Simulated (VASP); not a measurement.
# Fe in VASP: a series of runs, part 2 of 2

VASP 6.6.1. The steps go on from the part before.

## 3. Electric field gradients, PBE, collinear spin, ferromagnetic start (equal xy, yz and zx shear strains of -2 %)

INCAR

```
PREC     = Accurate       # precision mode
ENCUT    = 520            # plane-wave cutoff, eV
EDIFF    = 1E-8           # SCF threshold, eV
ISMEAR   = -1             # smearing method
SIGMA    = 0.03           # smearing width, eV
LREAL    = F              # projectors in reciprocal space
LASPH    = T              # aspherical terms in the spheres
NELM     = 150            # most SCF steps
ALGO     = Normal         # electronic algorithm
ISIF     = 2              # what is computed and relaxed
LWAVE    = F              # write WAVECAR
LCHARG   = F              # write CHGCAR
ISPIN    = 2              # spin polarisation
MAGMOM   = 3              # initial moments
LORBIT   = 11             # projections on sites
LMAXMIX  = 4              # l up to which the mixer works
GGA      = PE             # functional
LEFG     = T            
NBANDS   = 14             # bands
```

KPOINTS

```
Automatic mesh
0
Gamma
  17 17 17
```

POSCAR

```
Fe
1.0
   -0.0365555117      1.8094978294      1.8094978294
    1.8094978294     -0.0365555117      1.8094978294
    1.8094978294      1.8094978294     -0.0365555117
Fe
1
Direct
    0.0000000000      0.0000000000      0.0000000000
```

Potentials or basis: VASP PAW PBE potentials, release 64 (Fe).

The run is started by

```sh
cat potpaw_PBE.64/Fe/POTCAR > POTCAR
mpirun -np 1 vasp_std > vasp.out
```

OUTCAR:

```text
PREC = Accurate
   ENCUT = 520
   EDIFF = 1E-8
   ISMEAR = -1
   LREAL = F
   LASPH = T
   NELM = 150
   ISIF = 2
   ISPIN = 2
   LORBIT = 11
   GGA = PE

 ion  position               nearest neighbor table
   1  0.000  0.000  0.000-

  LATTYP: Found a trigonal (rhomboedric) cell.
 ALAT       =     2.5592774556
 COS(alpha) =     0.4797000918

  Lattice vectors:

 A1 = (  -0.0365555117,   1.8094978294,   1.8094978294)
 A2 = (   1.8094978294,  -0.0365555117,   1.8094978294)
 A3 = (   1.8094978294,   1.8094978294,  -0.0365555117)

Analysis of symmetry for initial positions (statically):
=====================================================================
 Subroutine PRICEL returns:
 Original cell was already a primitive cell.

 Routine SETGRP: Setting up the symmetry group for a
 trigonal (rhombohedral) supercell.

 Subroutine GETGRP returns: Found 12 space group operations
 (whereof 12 operations were pure point group operations)
 out of a pool of 12 trial point group operations.

The static configuration has the point symmetry D_3d.

Analysis of symmetry for dynamics (positions and initial velocities):
=====================================================================
 Subroutine PRICEL returns:
 Original cell was already a primitive cell.

 Routine SETGRP: Setting up the symmetry group for a
 trigonal (rhombohedral) supercell.

 Subroutine GETGRP returns: Found 12 space group operations
 (whereof 12 operations were pure point group operations)
 out of a pool of 12 trial point group operations.

The dynamic configuration has the point symmetry D_3d.

Analysis of structural, dynamic, and magnetic symmetry:
=====================================================================
 Subroutine PRICEL returns:
 Original cell was already a primitive cell.

 Routine SETGRP: Setting up the symmetry group for a
 trigonal (rhombohedral) supercell.

 Subroutine GETGRP returns: Found 12 space group operations
 (whereof 12 operations were pure point group operations)
 out of a pool of 12 trial point group operations.

The overall configuration has the point symmetry D_3d.

 Subroutine INISYM returns: Found 12 space group operations
 (whereof 12 operations are pure point group operations),
 and found     1 'primitive' translations

----------------------------------------------------------------------------------------

                                     Primitive cell

  volume of cell :      12.2086

  direct lattice vectors                    reciprocal lattice vectors
    -0.036555512  1.809497829  1.809497829    -0.268084322  0.273611834  0.273611834
     1.809497829 -0.036555512  1.809497829     0.273611834 -0.268084322  0.273611834
     1.809497829  1.809497829 -0.036555512     0.273611834  0.273611834 -0.268084322

  length of vectors
     2.559277456  2.559277456  2.559277456     0.470739924  0.470739924  0.470739924

  position of ions in fractional coordinates (direct lattice)
     0.000000000  0.000000000  0.000000000

  ion indices of the primitive-cell ions
   primitive index   ion index
                 1           1

----------------------------------------------------------------------------------------

[... 115 lines left out ...]

 E-fermi :   5.3412     XC(G=0): -12.6987

 val. band max:        5.3401557908   @ k =  -0.4118   0.1176   0.1176
 cond. band min:       5.3443253206   @ k =   0.4118   0.1765   0.1176
 fundamental gap:      0.0041695298
 Fermi energy:         5.3411998560

 spin component 1

 k-point     1 :       0.0000    0.0000    0.0000
  band No.  band energies     occupation
      1      -2.9377      1.00000
      2       2.8710      1.00000
      3       2.8710      1.00000
      4       3.0476      1.00000
      5       3.8784      1.00000
      6       3.8784      1.00000
      7      26.9309      0.00000
      8      30.4868      0.00000
      9      30.4868      0.00000
     10      31.8967      0.00000
     11      33.2922      0.00000
     12      33.2922      0.00000
     13      34.3107      0.00000
     14      36.4737      0.00000
[... 379 lines left out ...]
      3       3.0239      1.00000
      4       3.1986      1.00000
      5       3.7478      1.00000
      6       3.9441      1.00000
      7      24.0480      0.00000
      8      26.3874      0.00000
      9      29.7015      0.00000
     10      32.1187      0.00000
     11      33.3191      0.00000
     12      34.7856      0.00000
     13      37.1169      0.00000
     14      37.8353      0.00000

 [... further k-points ...]

 spin component 2

 k-point     1 :       0.0000    0.0000    0.0000
  band No.  band energies     occupation
      1      -2.7068      1.00000
      2       5.1640      0.99729
      3       5.1641      0.99728
      4       5.5184      0.00272
      5       6.8768      0.00000
      6       6.8768      0.00000
      7      26.5645      0.00000
      8      30.8890      0.00000
      9      30.8890      0.00000
     10      32.2461      0.00000
     11      34.0010      0.00000
     12      34.0010      0.00000
     13      34.8973      0.00000
     14      35.9847      0.00000
[... 379 lines left out ...]
      3       5.3306      0.58715
      4       5.6980      0.00001
      5       6.6962      0.00000
      6       6.9316      0.00000
      7      24.4806      0.00000
      8      26.6718      0.00000
      9      29.9598      0.00000
     10      32.5387      0.00000
     11      33.4986      0.00000
     12      35.3259      0.00000
     13      37.3234      0.00000
     14      38.9799      0.00000

 [... further k-points ...]

------------------------ aborting loop because EDIFF is reached ----------------------------------------

  FORCE on cell =-STRESS in cart. coord.  units (eV):
  Direction    XX          YY          ZZ          XY          YZ          ZX
  --------------------------------------------------------------------------------------
  -------------------------------------------------------------------------------------
  Total       -0.2136642     -0.2136642     -0.2136642     -0.0263498     -0.0263498     -0.0263498
  in kB      -28.0397945    -28.0397945    -28.0397945     -3.4579609     -3.4579609     -3.4579609
  external PRESSURE =     -28.0397945 kB  Pullay stress =       0.0000000 kB

 VOLUME and BASIS-vectors are now :
 -----------------------------------------------------------------------------
  energy-cutoff  :      520.00
  volume of cell :       12.21
      direct lattice vectors                 reciprocal lattice vectors
    -0.036555512  1.809497829  1.809497829    -0.268084322  0.273611834  0.273611834
     1.809497829 -0.036555512  1.809497829     0.273611834 -0.268084322  0.273611834
     1.809497829  1.809497829 -0.036555512     0.273611834  0.273611834 -0.268084322

 POSITION                                       TOTAL-FORCE (eV/Angst)
 -----------------------------------------------------------------------------------
      0.00000      0.00000      0.00000         0.000000      0.000000     -0.000000
 -----------------------------------------------------------------------------------
    total drift:                                0.000000      0.000000      0.000000

  FREE ENERGIE OF THE ION-ELECTRON SYSTEM (eV)
  ---------------------------------------------------
  free  energy   TOTEN  =        -8.0846130349 eV

  energy  without entropy=       -8.0809981790  energy(sigma->0) =       -8.08280561

 Electric field gradients (V/A^2)
---------------------------------------------------------------------
 ion       V_xx      V_yy      V_zz      V_xy      V_xz      V_yz
---------------------------------------------------------------------
   1      -0.000    -0.000    -0.000    -3.282    -3.282    -3.282
---------------------------------------------------------------------

 Electric field gradients after diagonalization (V/A^2)
 (convention: |V_zz| > |V_xx| > |V_yy|)
----------------------------------------------------------------------
 ion       V_xx      V_yy      V_zz     asymmetry (V_yy - V_xx)/ V_zz
----------------------------------------------------------------------
   1       3.282     3.282    -6.564       0.000
----------------------------------------------------------------------

           NMR quadrupolar parameters

 Cq : quadrupolar parameter    Cq=e*Q*V_zz/h
 eta: asymmetry parameters     (V_yy - V_xx)/ V_zz
 Q  : nuclear electric quadrupole moment in mb (millibarn)
----------------------------------------------------------------------
 ion       Cq(MHz)       eta       Q (mb)
----------------------------------------------------------------------
   1      -0.016       0.000       1.000
----------------------------------------------------------------------

 total charge

# of ion       s       p       d       tot
------------------------------------------
    1        0.467   0.486   6.177   7.131

 magnetization (x)

# of ion       s       p       d       tot
------------------------------------------
    1       -0.017  -0.051   2.653   2.586
```

Wall time 82 s (1 thread of Intel Xeon 6975P-C (Granite Rapids), shared host); peak memory 0.24 GiB.

What came out:

- Free energy: -8.0846 eV
- Pressure: -2.8 GPa
- Net moment: 2.59 μB per cell
- Site moments: Fe +2.59 μB
- Largest electric field gradient by atom: Fe -6.6 V/Å²
- Valence electrons inside the program's atomic spheres: Fe 7.13

Stress tensor (GPa, compression positive):
```
-2.80 -0.35 -0.35
-0.35 -2.80 -0.35
-0.35 -0.35 -2.80
```

Electric field gradients, principal values (V/Å²):
| atom | least | middle | greatest (by size) |
| --- | --- | --- | --- |
| 1 Fe | 3.282 | 3.282 | -6.564 |

Caveat: the cell differs from its parent crystal (equal xy, yz and zx shear strains of -2 %); without QUAD_EFG the Cq values of the log hold for a quadrupole moment of 1 mb, not for the nuclei.
